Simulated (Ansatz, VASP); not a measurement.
## Two plane-wave programs on Sn

POSCAR

```
Sn
1.0
    0.0000000000      3.2710663102      3.2710663102
    3.2710663102      0.0000000000      3.2710663102
    3.2710663102      3.2710663102      0.0000000000
Sn
2
Direct
   -0.1250000000     -0.1250000000     -0.1250000000
    0.1250000000      0.1250000000      0.1250000000
```

INCAR.step1

```
ALGO = Normal
EDIFF = 1E-4
ENCUT = 600
GGA = PE
ISMEAR = -1
LASPH = T
LCHARG = F
LREAL = F
LWAVE = T
NELM = 100
PREC = Accurate
SIGMA = 0.02
```

INCAR.step2

```
ALGO = Normal
EDIFF = 1E-6
EDIFFG = -0.005
ENCUT = 600
IBRION = 2
ISIF = 3
ISMEAR = -1
ISTART = 1
LASPH = T
LCHARG = F
LMIXTAU = T
LREAL = F
LWAVE = F
METAGGA = R2SCAN
NELM = 100
NSW = 60
PREC = Accurate
SIGMA = 0.02
```

Contents of KPOINTS:

```
k-points
0
Gamma
  9 9 9
```

Input for Ansatz:

```yaml
crystal:
  lattice:
    - [0.0, 3.2710663102, 3.2710663102]
    - [3.2710663102, 0.0, 3.2710663102]
    - [3.2710663102, 3.2710663102, 0.0]
  atoms:
    - { symbol: Sn, position: [-0.125, -0.125, -0.125] }
    - { symbol: Sn, position: [0.125, 0.125, 0.125] }
kpoints:
  mp_grid: { grid: [9, 9, 9] }
scf:
  occupations: { method: fermi_dirac, width: 0.02 }
hamiltonian:
  xc: r2scan
  pseudopotentials: { kind: paw }
output:
  forces: true
  stress: true
relax:
  f_tol: 0.005
  max_steps: 40
  cell: {}
```

Alike in both runs: task relaxation of cell and atoms; functional r2SCAN; k mesh 9 × 9 × 9; occupations fermi-dirac, width 0.02 eV; no spin polarisation.

|  | VASP | Ansatz |
| --- | --- | --- |
| version | VASP 6.6.1 | Ansatz 0.2.0 |
| potentials or method | VASP PAW PBE potentials, release 64 (Sn_d) | PAW with Ansatz's default frozen-core files, scalar-relativistic |
| plane-wave cutoff (eV) | 600 | 500 |
| valence electrons in the cell | 28 | 28 |

```tsv
	VASP	Ansatz	Ansatz less VASP
relaxed volume (Å³/atom)	35.39	35.39	-0.002
relaxed cell length with the largest relative difference (Å)	4.643	4.643	-0.0001
```

VASP's potentials were made for PBE, not for r2SCAN.
